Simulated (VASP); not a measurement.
# Pb (P6_3/mmc) in VASP: notebook

The runs below take Pb through single point, with PBEsol.

Everything below comes from runs of VASP 6.6.1. Logs are shortened: lines on timing, memory, paths and dates and some standing lists are left out, and cuts for length are marked.

## Step 1: The cell of the first run

Symmetry: P6_3/mmc, No. 194, hexagonal system. The conventional cell has a = 3.433 Å, b = 3.433 Å, c = 5.514 Å, α = 90.00°, β = 90.00°, γ = 120.00°. Pb (site symmetry -6m2) has 12 Pb at 3.40 to 3.43 Å within 4.5 Å.

This isn't the form of Pb at room conditions, which is fcc.

## Step 2: Single point, PBEsol (28.14 Å³/atom)

Input file INCAR:

```
SYSTEM = Pb
PREC = Accurate
ENCUT = 520
EDIFF = 1E-6
ISMEAR = -1
SIGMA = 0.08
LREAL = .FALSE.
LASPH = .TRUE.
NELM = 80
ALGO = Normal
ISIF = 2
LWAVE = .FALSE.
LCHARG = .TRUE.
GGA = PS
LELF = .TRUE.
LVHAR = .TRUE.
NBANDS = 21
```

Input file KPOINTS:

```
Automatic mesh
0
G
  14 14 8
  0 0 0
```

Input file POSCAR:

```
Pb
1.0
    3.4329678887      0.0000000000      0.0000000000
   -1.7164839444      2.9730374020      0.0000000000
    0.0000000000      0.0000000000      5.5144501982
Pb
2
Direct
    0.3333333333      0.6666666667      0.2500000000
    0.6666666667      0.3333333333      0.7500000000
```

Potentials or basis: VASP PAW PBE potentials, release 64 (Pb_d).

On the command line:

```bash
$ cat potpaw_PBE.64/Pb_d/POTCAR > POTCAR
$ mpirun -np 1 vasp_std > vasp.out
```

OUTCAR:

```text
SYSTEM = Pb
   PREC = Accurate
   ENCUT = 520
   EDIFF = 1E-6
   ISMEAR = -1
   LREAL = .FALSE.
   LASPH = .TRUE.
   NELM = 80
   ISIF = 2
   GGA = PS

 ion  position               nearest neighbor table
   1  0.333  0.667  0.250-   2 3.40   2 3.40   2 3.40   2 3.40   2 3.40   2 3.40
   2  0.667  0.333  0.750-   1 3.40   1 3.40   1 3.40   1 3.40   1 3.40   1 3.40

  LATTYP: Found a hexagonal cell.
 ALAT       =     3.4329678887
 C/A-ratio  =     1.6063215203

  Lattice vectors:

 A1 = (   3.4329678887,   0.0000000000,   0.0000000000)
 A2 = (  -1.7164839444,   2.9730374020,   0.0000000000)
 A3 = (   0.0000000000,   0.0000000000,   5.5144501982)

Analysis of symmetry for initial positions (statically):
=====================================================================
 Subroutine PRICEL returns:
 Original cell was already a primitive cell.

 Routine SETGRP: Setting up the symmetry group for a
 hexagonal supercell.

 Subroutine GETGRP returns: Found 24 space group operations
 (whereof 12 operations were pure point group operations)
 out of a pool of 24 trial point group operations.

The static configuration has the point symmetry D_3d.
 The point group associated with its full space group is D_6h.

Analysis of symmetry for dynamics (positions and initial velocities):
=====================================================================
 Subroutine PRICEL returns:
 Original cell was already a primitive cell.

 Routine SETGRP: Setting up the symmetry group for a
 hexagonal supercell.

 Subroutine GETGRP returns: Found 24 space group operations
 (whereof 12 operations were pure point group operations)
 out of a pool of 24 trial point group operations.

The dynamic configuration has the point symmetry D_3d.
 The point group associated with its full space group is D_6h.

 Subroutine INISYM returns: Found 24 space group operations
 (whereof 12 operations are pure point group operations),
 and found     1 'primitive' translations

----------------------------------------------------------------------------------------

                                     Primitive cell

  volume of cell :      56.2824

  direct lattice vectors                    reciprocal lattice vectors
     3.432967889  0.000000000  0.000000000     0.291293141  0.168178173  0.000000000
    -1.716483944  2.973037402  0.000000000     0.000000000  0.336356347  0.000000000
     0.000000000  0.000000000  5.514450198     0.000000000  0.000000000  0.181341741

[... 73 lines left out ...]
 SYSTEM =  Pb
   PREC   = accura    normal or accurate (medium, high low for compatibility)
   ISTART =      0    job   : 0-new  1-cont  2-samecut
   ICHARG =      2    charge: 1-file 2-atom 10-const
   ISPIN  =      1    spin polarized calculation?
   LNONCOLLINEAR =      F non collinear calculations
   LSORBIT =      F    spin-orbit coupling
   LASPH  =      T    aspherical Exc in radial PAW
   ENCUT  =  520.0 eV  38.22 Ry    6.18 a.u.   6.38  6.38 10.25*2*pi/ulx,y,z
   NELM   =     80;   NELMIN=  2; NELMDL= -5     # of ELM steps
   EDIFF  = 0.1E-05   stopping-criterion for ELM
   LREAL  =      F    real-space projection
   EDIFFG = 0.1E-04   stopping-criterion for IOM
   NSW    =      0    number of steps for IOM
   IBRION =     -1    ionic relax: 0-MD 1-quasi-New 2-CG
   NFREE  =      0    steps in history (QN), initial steepest desc. (CG)
   ISIF   =      2    stress and relaxation
   ISYM   =      2    0-nonsym 1-usesym 2-fastsym
   POTIM  = 0.5000    time-step for ionic-motion
   TEBEG  =    0.0;   TEEND  =   0.0 temperature during run
   PSTRESS=    0.0 pullay stress
   NELECT =      28.0000    total number of electrons
   NUPDOWN=      -1.0000    fix difference up-down
   EMIN   =  10.00;   EMAX   =-10.00  energy-range for DOS
   EFERMI =   0.00;   METHOD = LEGACY
   ISMEAR =    -1;   SIGMA  =   0.08  broadening in eV -4-tet -1-fermi 0-gaus
   EFERMI_NEDOS =   21; number of points for ismear=-14 and -15
   IALGO  =     38    algorithm
   IMIX   =      4    mixing-type and parameters
     AMIX     =   0.40;   BMIX     =  1.00
     AMIX_MAG =   1.60;   BMIX_MAG =  1.00
  volume/ion in A,a.u.               =      28.14       189.91
  Fermi-wavevector in a.u.,A,eV,Ry     =   1.297189  2.451333 22.894529  1.682700
  Thomas-Fermi vector in A             =   2.428598
   LORBIT       =      0    0 simple, 1 ext, 2 COOP (PROOUT), +10 PAW based schemes
   GGA     = PS    functional components
   LHFCALC =     F    Hartree Fock is set to
   AEXX    =    0.0000 exact exchange contribution
   IVDW    =     0    specifies the selected vdW correction
   LEPSILON=     F    determine dielectric tensor
   LRPA    =     F    only Hartree local field effects (RPA)
 non-spin polarized calculation
  energy-cutoff  :      520.00
  volume of cell :       56.28
 maximum number of plane-waves:      1542
 NGX is ok and might be reduce to    28
   NGX = 13   NGY = 13   NGZ = 21

 number of electron      28.0000001 magnetization

 Free energy of the ion-electron system (eV)
  ---------------------------------------------------
  ext. energy  EPLUGINS =         0.00000000
  ---------------------------------------------------
  free energy    TOTEN  =        -7.94558401 eV

  energy without entropy =       -7.92217583  energy(sigma->0) =       -7.93387992

 E-fermi :   7.9240     XC(G=0): -10.7071

 val. band max:        7.9112036874   @ k =   0.2857   0.0000   0.2500
 cond. band min:       7.9503962638   @ k =   0.4286   0.1429   0.2500
 fundamental gap:      0.0391925763
 Fermi energy:         7.9240329217

 k-point     1 :       0.0000    0.0000    0.0000
  band No.  band energies     occupation
      1      -9.1436      2.00000
      2      -9.0786      2.00000
      3      -9.0650      2.00000
      4      -9.0650      2.00000
      5      -9.0359      2.00000
      6      -9.0359      2.00000
[... 565 lines left out ...]
     20      20.6357      0.00000
     21      22.6415      0.00000

 [... further k-points ...]
[... 5 lines left out ...]
  --------------------------------------------------------------------------------------
  -------------------------------------------------------------------------------------
  Total        0.8728156      0.8728156      1.6630492     -0.0000000      0.0000000      0.0000000
  in kB       24.8462455     24.8462455     47.3416459     -0.0000000      0.0000000      0.0000000
  external PRESSURE =      32.3447123 kB  Pullay stress =       0.0000000 kB

 VOLUME and BASIS-vectors are now :
 -----------------------------------------------------------------------------
  energy-cutoff  :      520.00
  volume of cell :       56.28
      direct lattice vectors                 reciprocal lattice vectors
     3.432967889  0.000000000  0.000000000     0.291293141  0.168178173  0.000000000
    -1.716483944  2.973037402  0.000000000     0.000000000  0.336356347  0.000000000
     0.000000000  0.000000000  5.514450198     0.000000000  0.000000000  0.181341741

 POSITION                                       TOTAL-FORCE (eV/Angst)
 -----------------------------------------------------------------------------------
     -0.00000      1.98202      1.37861        -0.000000     -0.000000      0.000000
      1.71648      0.99101      4.13584         0.000000      0.000000      0.000000
 -----------------------------------------------------------------------------------
    total drift:                                0.000000     -0.000000      0.000000

  FREE ENERGIE OF THE ION-ELECTRON SYSTEM (eV)
  ---------------------------------------------------
  free  energy   TOTEN  =        -7.9455840088 eV

  energy  without entropy=       -7.9221758262  energy(sigma->0) =       -7.93387992
```

OSZICAR:

```text
N       E                     dE             d eps       ncg     rms          rms(c)
DAV:   1     0.295716988459E+03    0.29572E+03   -0.14346E+04  5053   0.167E+03
DAV:   2     0.129913599536E+02   -0.28273E+03   -0.27598E+03  5105   0.411E+02
DAV:   3    -0.734435400691E+01   -0.20336E+02   -0.20111E+02  6135   0.137E+02
DAV:   4    -0.795729399358E+01   -0.61294E+00   -0.61267E+00  6147   0.264E+01
DAV:   5    -0.798752306870E+01   -0.30229E-01   -0.30228E-01  6895   0.535E+00    0.945E-01
DAV:   6    -0.795482775627E+01    0.32695E-01   -0.54262E-02  6979   0.331E+00    0.435E-01
DAV:   7    -0.794621643829E+01    0.86113E-02   -0.19323E-02  7052   0.189E+00    0.130E-01
DAV:   8    -0.794558297043E+01    0.63347E-03   -0.10557E-03  6791   0.441E-01    0.112E-02
DAV:   9    -0.794558450602E+01   -0.15356E-05   -0.30371E-05  7285   0.708E-02    0.586E-03
DAV:  10    -0.794558400878E+01    0.49724E-06   -0.15328E-06  4721   0.138E-02
   1 F= -.79455840E+01 E0= -.79338799E+01  d E =-.234082E-01
```

stdout:

```text
POSCAR found type information on POSCAR Pb
 POSCAR found :  1 types and       2 ions
 scaLAPACK will be used
 -----------------------------------------------------------------------------
|                                                                             |
|                                                                             |
|     You enforced a specific xc type in the INCAR file but a different       |
|     I HOPE YOU KNOW WHAT YOU ARE DOING!                                     |
|                                                                             |
 -----------------------------------------------------------------------------

 LDA part: xc-table for (Slater+PW92), standard interpolation
 POSCAR, INCAR and KPOINTS ok, starting setup
 FFT: planning ... GRIDC
 FFT: planning ... GRID_SOFT
 FFT: planning ... GRID
 WAVECAR not read
 entering main loop
```

Run time: 2.5 min. Hardware: 1 thread of Intel Xeon 8259CL, shared host; peak memory 0.25 GiB.

What came out:

- Free energy: -7.9456 eV
- Pressure: 3.2 GPa
- Band gap on the k mesh: zero (bands 14 and 15 overlap by 7.77 eV)

Stress tensor (GPa, compression positive):
```
2.48 0.00 0.00
0.00 2.48 0.00
0.00 0.00 4.73
```

Caveat: the cell stands under pressure; the PAW data sets were made with another functional, which shifts forces and pressure a little; spin-orbit coupling is left out, which moves the levels of the heavy elements.

## Step 3: Single point, PBEsol (equal xx and yy strain of -1 %)

Input file INCAR:

```
PREC = Accurate
ENCUT = 520
EDIFF = 1E-6
ISMEAR = -1
SIGMA = 0.08
LREAL = False
LASPH = True
NELM = 80
ALGO = Normal
ISIF = 2
LWAVE = False
LCHARG = False
GGA = PS
NBANDS = 21
```

Input file KPOINTS:

```
regular mesh
0
Gamma
  14 14 8
```

Input file POSCAR:

```
Pb
1.0
    3.4452006837      0.0000000000      0.0000000000
   -1.7226003418      2.9836313132      0.0000000000
    0.0000000000      0.0000000000      5.5900000000
Pb
2
Direct
    0.3333333333      0.6666666667      0.2500000000
    0.6666666667      0.3333333333      0.7500000000
```

Potentials or basis: VASP PAW PBE potentials, release 64 (Pb_d).

On the command line:

```bash
$ cat potpaw_PBE.64/Pb_d/POTCAR > POTCAR
$ mpirun -np 1 vasp_std > vasp.out
```

Wall time 2 min (1 thread of Intel Xeon 8259CL, shared host); peak memory 0.25 GiB.

It converged, with:

| Quantity | Value |
| --- | --- |
| Free energy | -7.9697 eV |
| Pressure | 1.9 GPa |
| Band gap on the k mesh | zero (bands 14 and 15 overlap by 7.70 eV) |

Stress tensor (GPa, compression positive):
```
1.44 0.00 0.00
0.00 1.44 0.00
0.00 0.00 2.97
```

Levels at points of the mesh, in eV from the Fermi level:
| k point | band 11 | band 12 | band 13 | band 14 | band 15 | band 16 | band 17 | band 18 |
| --- | --- | --- | --- | --- | --- | --- | --- | --- |
| (0.00, 0.00, 0.00) | -12.11 | -8.09 | -4.43 | 5.83 | 5.83 | 7.75 | 7.75 | 8.15 |
| (0.50, 0.00, 0.00) | -8.40 | -7.15 | -2.96 | -1.51 | -0.54 | 1.80 | 2.08 | 5.91 |
| (0.00, 0.00, 0.50) | -10.82 | -10.82 | 0.95 | 0.95 | 6.74 | 6.74 | 6.74 | 6.74 |
| (0.50, 0.00, 0.50) | -7.53 | -7.53 | -3.90 | -3.90 | 3.56 | 3.56 | 3.80 | 3.80 |

Caveat: the cell differs from its parent crystal (equal xx and yy strain of -1 %); the PAW data sets were made with another functional, which shifts forces and pressure a little; spin-orbit coupling is left out, which moves the levels of the heavy elements.

(Part 1 of 3 ends here.)
